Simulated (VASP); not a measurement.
# ZnSe (F-43m) in VASP: single point with HSE06

Aim: the single point of ZnSe with HSE06.

Everything below comes from runs of VASP 6.6.1. Logs are shortened: lines on timing, memory, paths and dates and some standing lists are left out, and cuts for length are marked.

## (1) The cell of the first run

It takes space group F-43m (No. 216, cubic). The conventional cell has a = 5.701 Å, b = 5.701 Å, c = 5.701 Å, α = 90.00°, β = 90.00°, γ = 90.00°. Within 3.3 Å of Zn (site symmetry -43m) lie 4 Se at 2.47 Å. Within 3.3 Å of Se (site symmetry -43m) lie 4 Zn at 2.47 Å.

## (2) Single point, HSE06

Contents of POSCAR:

```
ZnSe
1.0
    0.0000000000      2.8505743430      2.8505743430
    2.8505743430      0.0000000000      2.8505743430
    2.8505743430      2.8505743430      0.0000000000
Zn Se
1 1
Direct
    0.0000000000      0.0000000000      0.0000000000
    0.2500000000      0.2500000000      0.2500000000
```

Contents of INCAR.step1:

```
SYSTEM = ZnSe
ALGO     = Normal         ! electronic algorithm
EDIFF    = 1E-5           ! SCF threshold, eV
ENCUT    = 520            ! plane-wave cutoff, eV
GGA      = PE             ! functional
ISIF     = 2              ! what is computed and relaxed
ISMEAR   = -1             ! smearing method
LASPH    = .TRUE.         ! aspherical terms in the spheres
LREAL    = .FALSE.        ! projectors in reciprocal space
LWAVE    = .TRUE.         ! write WAVECAR
NBANDS   = 16             ! bands
NELM     = 80             ! most SCF steps
PREC     = Accurate       ! precision mode
SIGMA    = 0.02           ! smearing width, eV
```

Contents of INCAR.step2:

```
SYSTEM = ZnSe
ALGO     = Normal         ! electronic algorithm
EDIFF    = 1E-6           ! SCF threshold, eV
ENCUT    = 520            ! plane-wave cutoff, eV
GGA      = PE             ! functional
HFSCREEN = 0.2079         ! screening, 1/A
ISIF     = 2              ! what is computed and relaxed
ISMEAR   = -1             ! smearing method
ISTART   = 1            
LASPH    = .TRUE.         ! aspherical terms in the spheres
LCHARG   = .TRUE.         ! write CHGCAR
LELF     = .TRUE.         ! ELF
LHFCALC  = .TRUE.         ! exact exchange
LREAL    = .FALSE.        ! projectors in reciprocal space
LVHAR    = .TRUE.       
LWAVE    = .FALSE.        ! write WAVECAR
NBANDS   = 16             ! bands
NELM     = 80             ! most SCF steps
PREC     = Accurate       ! precision mode
PRECFOCK = Normal       
SIGMA    = 0.02           ! smearing width, eV
```

Contents of KPOINTS:

```
k-points
0
G
  6 6 6
  0 0 0
```

Potentials or basis: VASP PAW PBE potentials, release 64 (Zn, Se).

Launch:

```bash
> cat potpaw_PBE.64/Zn/POTCAR potpaw_PBE.64/Se/POTCAR > POTCAR
> cp INCAR.step1 INCAR
> mpirun -np 1 vasp_std > vasp.out
> cp INCAR.step2 INCAR
> mpirun -np 1 vasp_std > vasp.out
```

OUTCAR:

```text
SYSTEM = ZnSe
   EDIFF = 1E-6
   ENCUT = 520
   GGA = PE
   HFSCREEN = 0.2079
   ISIF = 2
   ISMEAR = -1
   ISTART = 1
   LASPH = .TRUE.
   LHFCALC = .TRUE.
   LREAL = .FALSE.
   NELM = 80
   PREC = Accurate
   PRECFOCK = Normal

 ion  position               nearest neighbor table
   1  0.000  0.000  0.000-   2 2.47   2 2.47   2 2.47   2 2.47
   2  0.250  0.250  0.250-   1 2.47   1 2.47   1 2.47   1 2.47

  LATTYP: Found a face centered cubic cell.
 ALAT       =     5.7011486860

  Lattice vectors:

 A1 = (   0.0000000000,   2.8505743430,   2.8505743430)
 A2 = (   2.8505743430,   0.0000000000,   2.8505743430)
 A3 = (   2.8505743430,   2.8505743430,   0.0000000000)

Analysis of symmetry for initial positions (statically):
=====================================================================
 Subroutine PRICEL returns:
 Original cell was already a primitive cell.

 Routine SETGRP: Setting up the symmetry group for a
 face centered cubic supercell.

 Subroutine GETGRP returns: Found 24 space group operations
 (whereof 24 operations were pure point group operations)
 out of a pool of 48 trial point group operations.

The static configuration has the point symmetry T_d .

Analysis of symmetry for dynamics (positions and initial velocities):
=====================================================================
 Subroutine PRICEL returns:
 Original cell was already a primitive cell.

 Routine SETGRP: Setting up the symmetry group for a
 face centered cubic supercell.

 Subroutine GETGRP returns: Found 24 space group operations
 (whereof 24 operations were pure point group operations)
 out of a pool of 48 trial point group operations.

The dynamic configuration has the point symmetry T_d .

 Subroutine INISYM returns: Found 24 space group operations
 (whereof 24 operations are pure point group operations),
 and found     1 'primitive' translations

----------------------------------------------------------------------------------------

                                     Primitive cell

  volume of cell :      46.3262

  direct lattice vectors                    reciprocal lattice vectors
     0.000000000  2.850574343  2.850574343    -0.175403249  0.175403249  0.175403249
     2.850574343  0.000000000  2.850574343     0.175403249 -0.175403249  0.175403249
     2.850574343  2.850574343  0.000000000     0.175403249  0.175403249 -0.175403249

  length of vectors
     4.031320896  4.031320896  4.031320896     0.303807338  0.303807338  0.303807338

  position of ions in fractional coordinates (direct lattice)
     0.000000000  0.000000000  0.000000000
     0.250000000  0.250000000  0.250000000

  ion indices of the primitive-cell ions
   primitive index   ion index
                 1           1
                 2           2

----------------------------------------------------------------------------------------

 KPOINTS: k-points

Automatic generation of k-mesh.
 Grid dimensions read from file:
 generate k-points for:    6    6    6

 Generating k-lattice:

  Cartesian coordinates                     Fractional coordinates (reciprocal lattice)
    -0.029233875  0.029233875  0.029233875     0.166666667  0.000000000  0.000000000
     0.029233875 -0.029233875  0.029233875     0.000000000  0.166666667  0.000000000
     0.029233875  0.029233875 -0.029233875     0.000000000  0.000000000  0.166666667

  Length of vectors
     0.050634556  0.050634556  0.050634556

  Shift w.r.t. Gamma in fractional coordinates (k-lattice)
     0.000000000  0.000000000  0.000000000

 Subroutine IBZKPT returns following result:
 ===========================================

 Found     16 irreducible k-points:

 Following reciprocal coordinates:
            Coordinates               Weight
  0.000000  0.000000  0.000000      1.000000
  0.166667  0.000000  0.000000      8.000000
  0.333333  0.000000  0.000000      8.000000
  0.500000  0.000000  0.000000      4.000000
  0.166667  0.166667  0.000000      6.000000
  0.333333  0.166667  0.000000     24.000000
[... 8 lines left out ...]
 -0.333333  0.333333  0.166667     24.000000
 -0.333333  0.500000  0.166667     12.000000
   k-points           NKPTS =     16   k-points in BZ     NKDIM =    216   number of bands    NBANDS=     16
   number of dos      NEDOS =    301   number of ions     NIONS =      2
   total plane-waves  NPLWV =  27000
   dimension x,y,z NGX =    30 NGY =   30 NGZ =   30
   dimension x,y,z NGXF=    60 NGYF=   60 NGZF=   60
   ions per type =               1   1
   NGX,Y,Z   is equivalent  to a cutoff of  12.37, 12.37, 12.37 a.u.
   NGXF,Y,Z  is equivalent  to a cutoff of  24.74, 24.74, 24.74 a.u.
 SYSTEM =  ZnSe
   PREC   = accura    normal or accurate (medium, high low for compatibility)
   ISTART =      1    job   : 0-new  1-cont  2-samecut
   ICHARG =      0    charge: 1-file 2-atom 10-const
   ISPIN  =      1    spin polarized calculation?
   LNONCOLLINEAR =      F non collinear calculations
   LSORBIT =      F    spin-orbit coupling
   LASPH  =      T    aspherical Exc in radial PAW
   ENCUT  =  520.0 eV  38.22 Ry    6.18 a.u.   7.50  7.50  7.50*2*pi/ulx,y,z
   NELM   =     80;   NELMIN=  2; NELMDL=  0     # of ELM steps
   EDIFF  = 0.1E-05   stopping-criterion for ELM
   LREAL  =      F    real-space projection
   EDIFFG = 0.1E-04   stopping-criterion for IOM
   NSW    =      0    number of steps for IOM
   IBRION =     -1    ionic relax: 0-MD 1-quasi-New 2-CG
   NFREE  =      0    steps in history (QN), initial steepest desc. (CG)
   ISIF   =      2    stress and relaxation
   ISYM   =      3    0-nonsym 1-usesym 2-fastsym
   POTIM  = 0.5000    time-step for ionic-motion
   TEBEG  =    0.0;   TEEND  =   0.0 temperature during run
   PSTRESS=    0.0 pullay stress
   NELECT =      18.0000    total number of electrons
   NUPDOWN=      -1.0000    fix difference up-down
   EMIN   =  10.00;   EMAX   =-10.00  energy-range for DOS
   EFERMI =   0.00;   METHOD = LEGACY
   ISMEAR =    -1;   SIGMA  =   0.02  broadening in eV -4-tet -1-fermi 0-gaus
   EFERMI_NEDOS =   21; number of points for ismear=-14 and -15
   IALGO  =     38    algorithm
   IMIX   =      1    mixing-type and parameters
     AMIX     =   0.40;   BMIX     =  1.00
     AMIX_MAG =   1.60;   BMIX_MAG =  1.00
  volume/ion in A,a.u.               =      23.16       156.31
  Fermi-wavevector in a.u.,A,eV,Ry     =   1.194602  2.257471 19.416525  1.427074
  Thomas-Fermi vector in A             =   2.330588
   LORBIT       =      0    0 simple, 1 ext, 2 COOP (PROOUT), +10 PAW based schemes
   GGA     = PE    functional components
   LHFCALC =     T    Hartree Fock is set to
   PRECFOCK=normal    Normal, Fast or Accurate (Low or Medium for compatibility)
   ENCUT4O =  -1.0   cutoff for four orbital integrals eV
   NKREDX  =     1    reduce k-point grid by
   NKREDY  =     1    reduce k-point grid by
   NKREDZ  =     1    reduce k-point grid by
   AEXX    =    0.2500 exact exchange contribution
   HFSCREEN=    0.2079 screening length (either q_TF or 0.3 A-1)
   HFSCREENC=   0.2079 screening length for correlation (either q_TF or 0.3 A-1)
   ENCUTFOCK=  -1.0 apply spherical cutoff to Coloumb kernel
   IVDW    =     0    specifies the selected vdW correction
   LEPSILON=     F    determine dielectric tensor
   LRPA    =     F    only Hartree local field effects (RPA)
 non-spin polarized calculation
  energy-cutoff  :      520.00
  volume of cell :       46.33
 maximum number of plane-waves:      1272
 NGX is ok and might be reduce to    30
  NGX = 24; NGY = 24; NGZ = 24

 number of electron      18.0000019 magnetization

 Free energy of the ion-electron system (eV)
  ---------------------------------------------------
  ext. energy  EPLUGINS =         0.00000000
  ---------------------------------------------------
  free energy    TOTEN  =        -7.42872318 eV

  energy without entropy =       -7.42872318  energy(sigma->0) =       -7.42872318

 E-fermi :   1.2283     XC(G=0):  -7.6732

 val. band max:        0.8147937491   @ k =   0.0000   0.0000   0.0000
 cond. band min:       3.1393548150   @ k =   0.0000   0.0000   0.0000
 fundamental gap:      2.3245610659
 Fermi energy:         1.2283195330

 k-point     1 :       0.0000    0.0000    0.0000
  band No.  band energies     occupation
      1     -13.4436      2.00000
      2      -7.3090      2.00000
      3      -7.3090      2.00000
      4      -7.3090      2.00000
      5      -6.9944      2.00000
      6      -6.9944      2.00000
[... 8 lines left out ...]
     15      13.4687      0.00000
     16      13.4687      0.00000

 k-point     2 :       0.1667    0.0000    0.0000
  band No.  band energies     occupation
      1     -13.2588      2.00000
      2      -7.2859      2.00000
      3      -7.2859      2.00000
      4      -7.2687      2.00000
      5      -6.9959      2.00000
      6      -6.9959      2.00000
[... 8 lines left out ...]
     15      12.4150      0.00000
     16      13.0719      0.00000

 k-point     3 :       0.3333    0.0000    0.0000
  band No.  band energies     occupation
      1     -12.8476      2.00000
      2      -7.2466      2.00000
      3      -7.2466      2.00000
      4      -7.0736      2.00000
      5      -6.9900      2.00000
      6      -6.9900      2.00000
[... 8 lines left out ...]
     15      13.0631      0.00000
     16      13.0631      0.00000

 k-point     4 :       0.5000    0.0000    0.0000
  band No.  band energies     occupation
      1     -12.6160      2.00000
      2      -7.2320      2.00000
      3      -7.2320      2.00000
      4      -6.9811      2.00000
      5      -6.9811      2.00000
      6      -6.8170      2.00000
[... 8 lines left out ...]
     15      15.2436      0.00000
     16      15.2436      0.00000
[... 172 lines left out ...]
 k-point    14 :       0.5000    0.3333    0.1667
  band No.  band energies     occupation
      1     -12.5649      2.00000
      2      -7.1990      2.00000
      3      -7.1875      2.00000
      4      -7.0723      2.00000
      5      -6.9794      2.00000
      6      -6.8816      2.00000
[... 8 lines left out ...]
     15      15.0223      0.00000
     16      16.4993      0.00000

 k-point    15 :      -0.3333    0.3333    0.1667
  band No.  band energies     occupation
      1     -12.4082      2.00000
      2      -7.1917      2.00000
      3      -7.1649      2.00000
      4      -7.0273      2.00000
      5      -6.9937      2.00000
      6      -6.7183      2.00000
[... 8 lines left out ...]
     15      15.1403      0.00000
     16      16.2137      0.00000

 k-point    16 :      -0.3333    0.5000    0.1667
  band No.  band energies     occupation
      1     -12.3354      2.00000
      2      -7.1786      2.00000
      3      -7.1350      2.00000
      4      -7.0572      2.00000
      5      -6.9801      2.00000
      6      -6.6943      2.00000
[... 8 lines left out ...]
     15      15.9636      0.00000
     16      16.2472      0.00000

------------------------ aborting loop because EDIFF is reached ----------------------------------------

  FORCE on cell =-STRESS in cart. coord.  units (eV):
  Direction    XX          YY          ZZ          XY          YZ          ZX
  --------------------------------------------------------------------------------------
  -------------------------------------------------------------------------------------
  Total       -0.0025023     -0.0025023     -0.0025023      0.0000000      0.0000000      0.0000000
  in kB       -0.0865429     -0.0865429     -0.0865429      0.0000000      0.0000000      0.0000000
  external PRESSURE =      -0.0865429 kB  Pullay stress =       0.0000000 kB

 VOLUME and BASIS-vectors are now :
 -----------------------------------------------------------------------------
  energy-cutoff  :      520.00
  volume of cell :       46.33
      direct lattice vectors                 reciprocal lattice vectors
     0.000000000  2.850574343  2.850574343    -0.175403249  0.175403249  0.175403249
     2.850574343  0.000000000  2.850574343     0.175403249 -0.175403249  0.175403249
     2.850574343  2.850574343  0.000000000     0.175403249  0.175403249 -0.175403249

 POSITION                                       TOTAL-FORCE (eV/Angst)
 -----------------------------------------------------------------------------------
      0.00000      0.00000      0.00000         0.000000      0.000000      0.000000
      1.42529      1.42529      1.42529        -0.000000     -0.000000     -0.000000
 -----------------------------------------------------------------------------------
    total drift:                                0.000106      0.000083      0.000064

  FREE ENERGIE OF THE ION-ELECTRON SYSTEM (eV)
  ---------------------------------------------------
  free  energy   TOTEN  =        -7.4287231842 eV

  energy  without entropy=       -7.4287231842  energy(sigma->0) =       -7.42872318
```

It took 39 min on 1 thread of Intel Xeon Platinum 8259CL at 2.50GHz (Skylake/Cascade Lake), shared host; peak memory 0.3 GiB.

What came out:

```yaml
Free_energy: -7.4287 eV
Pressure: 0.0 GPa
Band_gap_on_the_k_mesh: 2.32 eV
```

Levels at points of the mesh, in eV from the valence-band top:
| k point | band 6 | band 7 | band 8 | band 9 | band 10 | band 11 | band 12 | band 13 |
| --- | --- | --- | --- | --- | --- | --- | --- | --- |
| (0.00, 0.00, 0.00) | -7.81 | 0.00 | 0.00 | 0.00 | 2.32 | 6.94 | 6.94 | 6.94 |
| (0.50, 0.00, 0.00) | -7.63 | -5.42 | -0.89 | -0.89 | 3.61 | 7.49 | 7.49 | 9.69 |
| (0.50, 0.50, 0.00) | -7.59 | -5.04 | -2.24 | -2.24 | 3.89 | 4.49 | 12.02 | 12.68 |

Caveat: the PAW data sets were made with another functional, which shifts forces and pressure a little.
